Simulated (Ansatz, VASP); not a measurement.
Two plane-wave programs on SiC2

```
Si C
1.0
     1.45604    0.84064    3.64028
    -1.45604    0.84064    3.64028
     0.00000   -1.68129    3.64028
Si C
1 2
Direct
  0.00000 0.00000 0.00000
  0.43817 0.43817 0.43817
  0.56183 0.56183 0.56183
```

Alike in both runs: functional PBE; k mesh 6 × 6 × 6; occupations gaussian, width 0.1 eV; no spin polarisation.

Ansatz relaxed the structure, and its values are those at the end. VASP's run is a single point on that final structure, the one shown.

|  | VASP | Ansatz |
| --- | --- | --- |
| version | VASP 6.6.1 | Ansatz 0.2.0 |
| potentials or method | VASP PAW PBE potentials, release 64 (Si, C), cutoff 520 eV | scalar-relativistic, plane waves, PAW |
| valence electrons in the cell | 12 | 12 |

```csv
,VASP,Ansatz,Ansatz less VASP
gap on the k mesh at the Fermi level (eV),none,none,-
pressure (GPa),0.2,0.1,-0.15
rms of the force components (eV/Å),0.029,0.001,-0.0285
```

A gap of «none» marks a metal or a gap that the smearing closes.

The k mesh is coarse, so the values compare programs but aren't converged.
